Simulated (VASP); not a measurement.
# NiO (P1) in VASP: single point with PBEsol

Aim: the single point of NiO with PBEsol.

All numbers are computed with VASP 6.6.1; they aren't measurements. Logs are shortened: lines on timing, memory, paths and dates and some standing lists are left out, and cuts for length are marked.

## Step 1: The cell of the first run

The typed cell holds 2 atoms: a = 2.905 Å, b = 2.925 Å, c = 2.873 Å, α = 59.65°, β = 59.45°, γ = 60.13°.

## Step 2: Single point, PBEsol, non-collinear spin, typed start, spin-orbit coupling

POSCAR

```
NiO
1.0
    0.0041770000      2.0557510000      2.0528270000
    2.0699830000     -0.0092190000      2.0662230000
    2.0321860000      2.0313490000      0.0285790000
Ni O
1 1
Direct
    0.9644380000      0.0773200000      0.9546410000
    0.4937510000      0.4678280000      0.5606560000
```

INCAR.step1

```
SYSTEM = NiO
  PREC = Accurate
  ENCUT = 520
  EDIFF = 1E-6
  ISMEAR = 0
  SIGMA = 0.0218
  LREAL = .False.
  LASPH = .True.
  NELM = 150
  ALGO = Normal
  ISIF = 2
  LWAVE = .False.
  LCHARG = .True.
  MAGMOM = 1.414 1.414 0.02 0 0 0
  LSORBIT = .True.
  GGA_COMPAT = .False.
  LORBMOM = .True.
  LMAXMIX = 4
  GGA = PS
  NBANDS = 28
```

KPOINTS.step1

```
Automatic mesh
0
Gamma
  7 7 8
  0.5 0.5 0.5
```

INCAR.step2

```
SYSTEM = NiO
  PREC = Accurate
  ENCUT = 520
  EDIFF = 1E-6
  ISMEAR = -5
  SIGMA = 0.0218
  LREAL = .False.
  LASPH = .True.
  NELM = 150
  ALGO = Normal
  ISIF = 2
  LWAVE = .False.
  LCHARG = .False.
  MAGMOM = 1.414 1.414 0.02 0 0 0
  LORBIT = 11
  LSORBIT = .True.
  GGA_COMPAT = .False.
  LORBMOM = .True.
  LMAXMIX = 4
  GGA = PS
  NEDOS = 2001
  ICHARG = 11
```

KPOINTS.step2

```
Automatic mesh
0
Gamma
  11 11 12
  0 0 0
```

Potentials or basis: VASP PAW PBE potentials, release 64 (Ni, O).

Command:

```console
$ cat potpaw_PBE.64/Ni/POTCAR potpaw_PBE.64/O/POTCAR > POTCAR
$ cp INCAR.step1 INCAR
$ cp KPOINTS.step1 KPOINTS
$ mpirun -np 1 vasp_ncl > vasp.out
$ cp INCAR.step2 INCAR
$ cp KPOINTS.step2 KPOINTS
$ mpirun -np 1 vasp_ncl > vasp.out
```

OUTCAR:

```text
SYSTEM = NiO
   PREC = Accurate
   ENCUT = 520
   EDIFF = 1E-6
   ISMEAR = -5
   LREAL = .False.
   LASPH = .True.
   NELM = 150
   ISIF = 2
   LORBIT = 11
   LSORBIT = .True.
   GGA = PS
   ICHARG = 11

 ion  position               nearest neighbor table
   1  0.964  0.077  0.955-   2 1.78   2 1.90   2 2.06   2 2.09   2 2.22   2 2.33
   2  0.494  0.468  0.561-   1 1.78   1 1.90   1 2.06   1 2.09   1 2.22   1 2.33

  LATTYP: Found a triclinic cell.
 ALAT       =     2.8654835416
 B/A-ratio  =     1.0193499482
 C/A-ratio  =     1.0027959667
 COS(alpha) =     0.0004539503
 COS(beta)  =     0.4874780369
 COS(gamma) =     0.5033222222

  Lattice vectors:

 A1 = (  -2.0280090000,   0.0244020000,   2.0242480000)
 A2 = (  -2.0658060000,   2.0649700000,  -0.0133960000)
 A3 = (  -2.0321860000,  -2.0313490000,  -0.0285790000)

Analysis of symmetry for initial positions (statically):
=====================================================================
 Subroutine PRICEL returns:
 Original cell was already a primitive cell.

 Routine SETGRP: Setting up the symmetry group for a
 triclinic supercell.

 Subroutine GETGRP returns: Found  1 space group operations
 (whereof  1 operations were pure point group operations)
 out of a pool of  2 trial point group operations.

The static configuration has the point symmetry C_1 .

Analysis of symmetry for dynamics (positions and initial velocities):
=====================================================================
 Subroutine PRICEL returns:
 Original cell was already a primitive cell.

 Routine SETGRP: Setting up the symmetry group for a
 triclinic supercell.

 Subroutine GETGRP returns: Found  1 space group operations
 (whereof  1 operations were pure point group operations)
 out of a pool of  2 trial point group operations.

The dynamic configuration has the point symmetry C_1 .

Analysis of structural, dynamic, and magnetic symmetry:
=====================================================================
 Subroutine PRICEL returns:
 Original cell was already a primitive cell.

 Routine SETGRP: Setting up the symmetry group for a
 triclinic supercell.

 Subroutine GETGRP returns: Found  1 space group operations
 (whereof  1 operations were pure point group operations)
 out of a pool of  2 trial point group operations.

The overall configuration has the point symmetry C_1 .
[... 874 lines left out ...]
      2.10409      3.92114      2.16687         0.007254      2.121424     -0.429978
      2.10982      2.14960      1.99625        -0.007254     -2.121424      0.429978
 -----------------------------------------------------------------------------------
    total drift:                               -0.000158     -0.000077      0.000531

  FREE ENERGIE OF THE ION-ELECTRON SYSTEM (eV)
  ---------------------------------------------------
  free  energy   TOTEN  =       -12.1149202795 eV

  energy  without entropy=      -12.1149202795  energy(sigma->0) =      -12.11492028

 orbital moment (x)

 # of ion     p       d       tot
 ----------------------------------------
  1        -0.000   0.070   0.070
  2        -0.001   0.000  -0.001
 ----------------------------------------
           -0.001   0.070   0.069

 orbital moment (y)

 # of ion     p       d       tot
 ----------------------------------------
  1        -0.000   0.096   0.096
  2        -0.002   0.000  -0.002
 ----------------------------------------
           -0.002   0.096   0.094

 orbital moment (z)

 # of ion     p       d       tot
 ----------------------------------------
  1         0.000  -0.004  -0.004
  2        -0.000   0.000  -0.000
 ----------------------------------------
           -0.000  -0.004  -0.005

 Spin-Orbit-Coupling matrix elements

 Ion:    1  E_soc:     -0.0232135
 l=   1
     0.0000000    -0.0002746    -0.0002598
    -0.0002746     0.0000000    -0.0002321
    -0.0002598    -0.0002321     0.0000000
 l=   2
     0.0000000    -0.0002592     0.0000000    -0.0002106    -0.0032453
    -0.0002592     0.0000000    -0.0026535    -0.0001901    -0.0008558
     0.0000000    -0.0026535     0.0000000    -0.0025811     0.0000000
    -0.0002106    -0.0001901    -0.0025811     0.0000000    -0.0008445
    -0.0032453    -0.0008558     0.0000000    -0.0008445     0.0000000
 l=   3
     0.0000000     0.0000000     0.0000000     0.0000000     0.0000000     0.0000000     0.0000000
     0.0000000     0.0000000     0.0000000     0.0000000     0.0000000     0.0000000     0.0000000
     0.0000000     0.0000000     0.0000000     0.0000000     0.0000000     0.0000000     0.0000000
     0.0000000     0.0000000     0.0000000     0.0000000     0.0000000     0.0000000     0.0000000
     0.0000000     0.0000000     0.0000000     0.0000000     0.0000000     0.0000000     0.0000000
     0.0000000     0.0000000     0.0000000     0.0000000     0.0000000     0.0000000     0.0000000
     0.0000000     0.0000000     0.0000000     0.0000000     0.0000000     0.0000000     0.0000000

 Ion:    2  E_soc:      0.0001082
 l=   1
     0.0000000     0.0000227     0.0000239
     0.0000227     0.0000000     0.0000075
     0.0000239     0.0000075     0.0000000
 l=   2
     0.0000000     0.0000000     0.0000000     0.0000000     0.0000000
     0.0000000     0.0000000     0.0000000     0.0000000     0.0000000
     0.0000000     0.0000000     0.0000000     0.0000000     0.0000000
     0.0000000     0.0000000     0.0000000     0.0000000     0.0000000
     0.0000000     0.0000000     0.0000000     0.0000000     0.0000000
 l=   3
     0.0000000     0.0000000     0.0000000     0.0000000     0.0000000     0.0000000     0.0000000
     0.0000000     0.0000000     0.0000000     0.0000000     0.0000000     0.0000000     0.0000000
     0.0000000     0.0000000     0.0000000     0.0000000     0.0000000     0.0000000     0.0000000
     0.0000000     0.0000000     0.0000000     0.0000000     0.0000000     0.0000000     0.0000000
     0.0000000     0.0000000     0.0000000     0.0000000     0.0000000     0.0000000     0.0000000
     0.0000000     0.0000000     0.0000000     0.0000000     0.0000000     0.0000000     0.0000000
     0.0000000     0.0000000     0.0000000     0.0000000     0.0000000     0.0000000     0.0000000

 total charge

# of ion       s       p       d       tot
------------------------------------------
    1        0.398   0.524   8.357   9.278
    2        1.557   3.452   0.000   5.009
--------------------------------------------------
tot          1.955   3.976   8.357  14.288

 magnetization (x)

# of ion       s       p       d       tot
------------------------------------------
    1        0.005   0.025   0.943   0.973
    2        0.019   0.210   0.000   0.229
--------------------------------------------------
tot          0.024   0.235   0.943   1.202

 magnetization (y)

# of ion       s       p       d       tot
------------------------------------------
    1        0.005   0.026   0.992   1.023
    2        0.020   0.221   0.000   0.241
--------------------------------------------------
tot          0.025   0.247   0.992   1.264

 magnetization (z)

# of ion       s       p       d       tot
------------------------------------------
    1        0.000   0.000   0.012   0.013
    2        0.000   0.003   0.000   0.003
--------------------------------------------------
tot          0.000   0.003   0.012   0.016
```

OUTCAR.step1:

```text
SYSTEM = NiO
   PREC = Accurate
   ENCUT = 520
   EDIFF = 1E-6
   ISMEAR = 0
   LREAL = .False.
[... 1059 lines left out ...]
     0.0000000     0.0000000     0.0000000     0.0000000     0.0000000     0.0000000     0.0000000
     0.0000000     0.0000000     0.0000000     0.0000000     0.0000000     0.0000000     0.0000000
     0.0000000     0.0000000     0.0000000     0.0000000     0.0000000     0.0000000     0.0000000
     0.0000000     0.0000000     0.0000000     0.0000000     0.0000000     0.0000000     0.0000000
     0.0000000     0.0000000     0.0000000     0.0000000     0.0000000     0.0000000     0.0000000
     0.0000000     0.0000000     0.0000000     0.0000000     0.0000000     0.0000000     0.0000000

=======================================================================

 ========================================================
```

OSZICAR.step1:

```text
N       E                     dE             d eps       ncg     rms          rms(c)
DAV:   1     0.129493779323E+03    0.12949E+03   -0.71151E+03 22648   0.154E+03
DAV:   2    -0.162643244104E+01   -0.13112E+03   -0.11719E+03 22508   0.345E+02
DAV:   3    -0.142608701144E+02   -0.12634E+02   -0.11830E+02 24124   0.116E+02
DAV:   4    -0.145033711375E+02   -0.24250E+00   -0.24153E+00 23656   0.162E+01
[... 20 lines left out ...]
DAV:  25    -0.121153370549E+02   -0.29993E-05   -0.64933E-05 22120   0.836E-02    0.118E-02
DAV:  26    -0.121153369542E+02    0.10061E-06   -0.17131E-05 23740   0.535E-02    0.109E-02
DAV:  27    -0.121153376085E+02   -0.65421E-06   -0.17020E-05 24984   0.603E-02    0.110E-02
DAV:  28    -0.121153386922E+02   -0.10837E-05   -0.21705E-05 25232   0.765E-02    0.114E-02
DAV:  29    -0.121153389244E+02   -0.23221E-06   -0.99102E-07 17772   0.128E-02
   1 F= -.12115339E+02 E0= -.12115175E+02  d E =-.327659E-03  mag=     1.2281     1.2899     0.0158
```

Wall time 44 min (1 thread of Oxide Virtual Turin-like, shared host); peak memory 0.9 GiB.

Results:

```
Net moment                                            : 1.78 μB per cell
Valence electrons inside the program's atomic spheres : Ni 9.28; O 5.01
```

Moments on the atoms (μB; x, y, z):
```
Ni  0.97 1.02 0.01
O   0.23 0.24 0.00
```

Caveat: the k points lie up to 0.38 Å⁻¹ apart; a cell with one magnetic atom can't hold antiferromagnetic order, which such compounds often take.
